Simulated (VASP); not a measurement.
# Sb (P-1) in VASP: a series of runs, part 2 of 2

VASP 6.6.1. Earlier steps stand in the parts before.

## (5) Single point, PBE

INCAR

```
SYSTEM = Sb
  PREC = Accurate
  ENCUT = 520
  EDIFF = 1E-6
  ISMEAR = 1
  SIGMA = 0.1
  LREAL = .False.
  LASPH = .True.
  NELM = 80
  ALGO = Normal
  ISIF = 2
  LWAVE = .False.
  LCHARG = .False.
  GGA = PE
  NBANDS = 12
```

KPOINTS

```
Automatic mesh
0
Gamma
  12 12 12
  0 0 0
```

POSCAR

```
Sb
1.0
    2.1542000000      1.2437279499      3.7580000000
   -2.1542000000      1.2437279499      3.7580000000
    0.0000000000     -2.4874558998      3.7580000000
Sb
2
Direct
    0.7676430000      0.7550740000      0.7647910000
    0.2500380000      0.2274410000      0.2223170000
```

Potentials or basis: VASP PAW PBE potentials, release 64 (Sb).

Launch:

```
cat potpaw_PBE.64/Sb/POTCAR > POTCAR
mpirun -np 1 vasp_std > vasp.out
```

OUTCAR:

```text
SYSTEM = Sb
   PREC = Accurate
   ENCUT = 520
   EDIFF = 1E-6
   ISMEAR = 1
   LREAL = .False.
   LASPH = .True.
   NELM = 80
   ISIF = 2
   GGA = PE

 ion  position               nearest neighbor table
   1  0.768  0.755  0.765-   2 2.89   2 2.93   2 2.97   2 3.29   2 3.33   2 3.36
   2  0.250  0.227  0.222-   1 2.89   1 2.93   1 2.97   1 3.29   1 3.33   1 3.36

  LATTYP: Found a trigonal (rhomboedric) cell.
 ALAT       =     4.5066618304
 COS(alpha) =     0.5430253624

  Lattice vectors:

 A1 = (   2.1542000000,   1.2437279499,   3.7580000000)
 A2 = (  -2.1542000000,   1.2437279499,   3.7580000000)
 A3 = (   0.0000000000,  -2.4874558998,   3.7580000000)

Analysis of symmetry for initial positions (statically):
=====================================================================
 Subroutine PRICEL returns:
 Original cell was already a primitive cell.

 Routine SETGRP: Setting up the symmetry group for a
 trigonal (rhombohedral) supercell.

 Subroutine GETGRP returns: Found  2 space group operations
 (whereof  1 operations were pure point group operations)
[... 179 lines left out ...]
      4       5.4594      2.00000
      5       5.5934      2.00000
      6       9.4936      0.00000
      7       9.8900      0.00000
      8      10.1314      0.00000
      9      12.2444      0.00000
     10      12.3663      0.00000
     11      12.4194      0.00000
     12      13.8999      0.00000
[... 331 lines left out ...]
 k-point    24 :      -0.1667    0.0000   -0.0833
  band No.  band energies     occupation
      1      -5.1372      2.00000
      2       1.4450      2.00000
      3       4.8465      2.00000
      4       5.2879      2.00000
      5       6.4839      2.00000
      6       8.3497     -0.00000
      7       9.6704      0.00000
      8      10.0623      0.00000
      9      11.5535      0.00000
     10      12.5576      0.00000
     11      12.9118      0.00000
     12      14.7423      0.00000

 [... further k-points ...]

------------------------ aborting loop because EDIFF is reached ----------------------------------------

  FORCE on cell =-STRESS in cart. coord.  units (eV):
  Direction    XX          YY          ZZ          XY          YZ          ZX
  --------------------------------------------------------------------------------------
  -------------------------------------------------------------------------------------
  Total        1.0025766      0.9234275      0.6253599      0.0455777     -0.1996682     -0.1041910
  in kB       26.5894089     24.4902922     16.5852167      1.2087683     -5.2954157     -2.7632585
  external PRESSURE =      22.5549726 kB  Pullay stress =       0.0000000 kB

 VOLUME and BASIS-vectors are now :
 -----------------------------------------------------------------------------
  energy-cutoff  :      520.00
  volume of cell :       60.41
      direct lattice vectors                 reciprocal lattice vectors
     2.154200000  1.243727950  3.758000000     0.232104726  0.134005726  0.088699663
    -2.154200000  1.243727950  3.758000000    -0.232104726  0.134005726  0.088699663
     0.000000000 -2.487455900  3.758000000     0.000000000 -0.268011452  0.088699663

 POSITION                                       TOTAL-FORCE (eV/Angst)
 -----------------------------------------------------------------------------------
      0.02708     -0.00854      8.59646         0.064035      0.111156     -0.036689
      0.04868      0.04085      2.62983        -0.064035     -0.111156      0.036689
 -----------------------------------------------------------------------------------
    total drift:                               -0.000000      0.000000      0.000000

  FREE ENERGIE OF THE ION-ELECTRON SYSTEM (eV)
  ---------------------------------------------------
  free  energy   TOTEN  =        -8.2517938172 eV

  energy  without entropy=       -8.2521516731  energy(sigma->0) =       -8.25191310
```

OSZICAR:

```text
N       E                     dE             d eps       ncg     rms          rms(c)
DAV:   1     0.346501524715E+02    0.34650E+02   -0.35763E+03 20832   0.656E+02
DAV:   2    -0.630393474059E+01   -0.40954E+02   -0.39467E+02 27340   0.107E+02
DAV:   3    -0.823464524006E+01   -0.19307E+01   -0.19093E+01 25672   0.255E+01
DAV:   4    -0.825163542507E+01   -0.16990E-01   -0.16986E-01 24000   0.287E+00
DAV:   5    -0.825184075847E+01   -0.20533E-03   -0.20533E-03 25580   0.348E-01    0.297E+00
DAV:   6    -0.825158379906E+01    0.25696E-03   -0.22007E-03 24420   0.320E-01    0.179E+00
DAV:   7    -0.825164275543E+01   -0.58956E-04   -0.54013E-03 24388   0.490E-01    0.808E-02
DAV:   8    -0.825176663537E+01   -0.12388E-03   -0.15514E-04 25864   0.764E-02    0.233E-02
DAV:   9    -0.825179292727E+01   -0.26292E-04   -0.36552E-05 24032   0.361E-02    0.432E-03
DAV:  10    -0.825179381721E+01   -0.88994E-06   -0.30602E-06 25024   0.968E-03
   1 F= -.82517938E+01 E0= -.82519131E+01  d E =0.357856E-03
```

stdout:

```text
POSCAR found type information on POSCAR Sb
 POSCAR found :  1 types and       2 ions
 scaLAPACK will be used
 LDA part: xc-table for (Slater+PW92), standard interpolation
 POSCAR, INCAR and KPOINTS ok, starting setup
 FFT: planning ... GRIDC
 FFT: planning ... GRID_SOFT
 FFT: planning ... GRID
 WAVECAR not read
 entering main loop
```

Wall time 18 min (1 thread of Intel Xeon 8259CL, shared host); peak memory 0.6 GiB.

Results:

```
Free energy            : -8.2518 eV
Pressure               : 2.3 GPa
Largest force          : 0.133 eV/Å
Band gap on the k mesh : zero (bands 5 and 6 overlap by 0.36 eV)
```

Forces on the atoms (eV/Å):
```
Sb   0.064  0.111 -0.037
Sb  -0.064 -0.111  0.037
```

Stress tensor (GPa, compression positive):
```
 2.66  0.12 -0.28
 0.12  2.45 -0.53
-0.28 -0.53  1.66
```

Caveat: spin-orbit coupling is left out, which moves the levels of the heavy elements.

## (6) Summary

```csv
k mesh,gap on the mesh (eV),pressure (GPa),largest force (eV/Å)
7 × 7 × 7,-,2.3,0.12
9 × 9 × 9,none,2.3,0.12
10 × 10 × 10,none,2.3,0.13
12 × 12 × 12,none,2.3,0.13
```

Alike in all rows: task single point; level PBE; potentials or basis VASP PAW PBE potentials, release 64 (Sb); no spin polarisation; cell as given; cutoff (eV) 520; smearing methfessel-paxton 0.1 eV.

Caveats: spin-orbit coupling is left out, which moves the levels of the heavy elements.

Absolute energies hang on the potentials; compare differences alone.
